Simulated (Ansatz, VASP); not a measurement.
Given: the input of a run of VASP 6.6.1 on Cu.

Contents of INCAR:

```
SYSTEM = Cu
  PREC = Accurate
  ENCUT = 600
  EDIFF = 1E-6
  ISMEAR = 0
  SIGMA = 0.02
  LREAL = .FALSE.
  LASPH = .TRUE.
  NELM = 120
  ALGO = Normal
  ISIF = 2
  LWAVE = .FALSE.
  LCHARG = .FALSE.
  GGA = PE
  NBANDS = 12
  GGA_COMPAT = .FALSE.
```

Contents of KPOINTS:

```
Automatic mesh
0
G
  13 13 13
  0 0 0
```

File POSCAR:

```
Cu
1.0
    0.0000000000      1.8075000000      1.8075000000
    1.8075000000      0.0000000000      1.8075000000
    1.8075000000      1.8075000000      0.0000000000
Cu
1
Direct
    0.0000000000      0.0000000000      0.0000000000
```

Potentials or basis: VASP PAW PBE potentials, release 64 (Cu).

The run is started by

```bash
$ cat potpaw_PBE.64/Cu/POTCAR > POTCAR
$ mpirun -np 1 vasp_std > vasp.out
```

Question: Set up the same calculation for Ansatz 0.2.0. Potentials there: Ansatz PAW.

Answer: As run (the cutoff follows the program's own potentials):

Contents of input.yaml:

```yaml
crystal:
  lattice:
    - [0.0, 1.8075, 1.8075]
    - [1.8075, 0.0, 1.8075]
    - [1.8075, 1.8075, 0.0]
  atoms:
    - { symbol: Cu, position: [0.0, 0.0, 0.0] }
hamiltonian:
  xc: pbe
  pseudopotentials: { kind: paw }
kpoints:
  mp_grid: { grid: [13, 13, 13] }
scf:
  occupations: { method: gaussian, width: 0.02 }
output:
  forces: true
  stress: true
  eigenvalues: true
```

Potentials or basis: Ansatz PAW.

Command:

```sh
$ ansatz run input.yaml --threads 2 --pin off --max-ram 5632MiB --backend cpu --events-out ev --progress --plain --runs-dir out
```

Both were run:

|  | VASP | Ansatz | Ansatz less VASP |
| --- | --- | --- | --- |
| gap on the k mesh at the Fermi level (eV) | none | none | - |
| pressure (GPa) | 2.3 | 1.7 | -0.59 |

A gap of «none» marks a metal or a gap that the smearing closes. With one functional, cell and mesh, what is left measures potentials, basis and numerics. VASP's potentials hold 11 valence electrons a cell and Ansatz's 19, so a difference there can come from the potentials and not from the codes.
